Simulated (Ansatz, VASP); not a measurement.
## One calculation of Al2BP3, two programs

```
CELL_PARAMETERS angstrom
3.65407 0.00000 0.00000
-1.82703 3.16451 0.00000
0.00000 0.00000 18.47622
ATOMIC_POSITIONS crystal
Al 0.33333 0.66667 0.01224
Al 0.33333 0.66667 0.33431
Al 0.33333 0.66667 0.65616
Al 0.66667 0.33333 0.83413
B 0.66667 0.33333 0.17561
B 0.66667 0.33333 0.49756
P 0.33333 0.66667 0.14181
P 0.33333 0.66667 0.46376
P 0.33333 0.66667 0.78377
P 0.66667 0.33333 0.28345
P 0.66667 0.33333 0.60539
P 0.66667 0.33333 0.96179
```

Alike in both runs: functional PBE; k mesh 6 × 6 × 1; occupations gaussian, width 0.1 eV; no spin polarisation.

Ansatz relaxed the structure, and its values are those at the end. VASP's run is a single point on that final structure, the one shown.

|  | VASP | Ansatz |
| --- | --- | --- |
| version | VASP 6.6.1 | Ansatz 0.2.0 |
| potentials or method | VASP PAW PBE potentials, release 64 (Al, B, P), cutoff 520 eV | scalar-relativistic, plane waves, PAW |
| valence electrons in the cell | 48 | 48 |

Ansatz gave:

| Quantity | Value |
| --- | --- |
| gap on the k mesh at the Fermi level (eV) | 0.92 |
| least direct gap on the mesh (eV) | 0.92 |
| pressure (GPa) | 0.1 |
| rms of the force components (eV/Å) | 0.012 |

Task: What did VASP give for the same quantities?

Result: gap on the k mesh at the Fermi level (eV): 0.92; least direct gap on the mesh (eV): 0.92; pressure (GPa): 0.0; rms of the force components (eV/Å): 0.012.
